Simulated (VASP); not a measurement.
A run of VASP 6.6.1 is set up as follows.

POSCAR

```
WC
1.0
    2.8693641737      0.0000000000      0.0000000000
   -1.4346820868      2.4849422671      0.0000000000
    0.0000000000      0.0000000000      2.8047462173
W C
1 1
Direct
    0.0000000000      0.0000000000      0.0000000000
    0.6666666667      0.3333333333      0.5000000000
```

File INCAR.step1:

```
SYSTEM = WC
PREC = Accurate
ENCUT = 520
ISMEAR = 0
SIGMA = 0.05
LREAL = .False.
LASPH = .True.
NELM = 100
NBANDS = 16
GGA = PE
ALGO = Normal
EDIFF = 1E-4
LWAVE = .True.
LCHARG = .False.
```

INCAR.step2

```
SYSTEM = WC
PREC = Accurate
ENCUT = 520
EDIFF = 1E-6
ISMEAR = 0
SIGMA = 0.05
LREAL = .False.
LASPH = .True.
NELM = 100
ALGO = Normal
ISIF = 2
LWAVE = .False.
LCHARG = .True.
METAGGA = R2SCAN
LMIXTAU = .True.
LELF = .True.
LVHAR = .True.
NBANDS = 16
ISTART = 1
```

File KPOINTS:

```
regular mesh
0
Gamma
  14 14 12
  0 0 0
```

Potentials or basis: VASP PAW PBE potentials, release 64 (W_sv, C).

Command:

```bash
$ cat potpaw_PBE.64/W_sv/POTCAR potpaw_PBE.64/C/POTCAR > POTCAR
$ cp INCAR.step1 INCAR
$ mpirun -np 1 vasp_std > vasp.out
$ cp INCAR.step2 INCAR
$ mpirun -np 1 vasp_std > vasp.out
```

Problem. What does it give for the pressure?

Solution. 20.2 GPa.

Problem. Estimate the band gap on the k mesh.

Solution. Zero (band 9 reaches 12.29 eV, above the bottom of band 10 at 10.88 eV).

Stress tensor (GPa, compression positive):
```
20.07  0.00  0.00
 0.00 20.07  0.00
 0.00  0.00 20.48
```

Caveat: the PAW data sets were made with another functional, which shifts forces and pressure a little; spin-orbit coupling is left out, which moves the levels of the heavy elements.
